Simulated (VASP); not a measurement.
A run of VASP 6.6.1 is set up as follows.

The input INCAR:

```
ALGO = Normal ; EDIFF = 1E-6
EDIFFG = -0.03 ; ENCUT = 600
GGA = CA ; IBRION = 2
ISIF = 3 ; ISMEAR = 1
LASPH = T ; LCHARG = F
LREAL = F ; LWAVE = F
NELM = 100 ; NSW = 80
PREC = Accurate ; SIGMA = 0.1
```

File KPOINTS:

```
k-points
0
Gamma
  18 18 18
```

Contents of POSCAR:

```
Al
1.0
    0.0000000000      2.0248100000      2.0248100000
    2.0248100000      0.0000000000      2.0248100000
    2.0248100000      2.0248100000      0.0000000000
Al
1
Direct
    0.0000000000      0.0000000000      0.0000000000
```

Potentials or basis: VASP PAW LDA potentials, release 64 (Al).

Run with:

```console
$ cat potpaw_LDA.64/Al/POTCAR > POTCAR
$ mpirun -np 1 vasp_std > vasp.out
```

Problem. What does it give for the relaxed volume?

Solution. 15.82 Å³/atom.

Problem. What does it give for the band gap on the k mesh?

Solution. Zero (an odd number of electrons rules out a gap without spin polarisation).

The path:
```tsv
step	energy change (eV)	largest force (eV/Å)	pressure (GPa)	volume (Å³)
1	0.0000	0.0000	-3.55	16.60
2	-0.0089	0.0000	0.43	15.73
3	-0.0090	0.0000	0.00	15.82
```

LDA usually gives volumes a few per cent too small. Zero-point motion and thermal expansion aren't in these numbers.
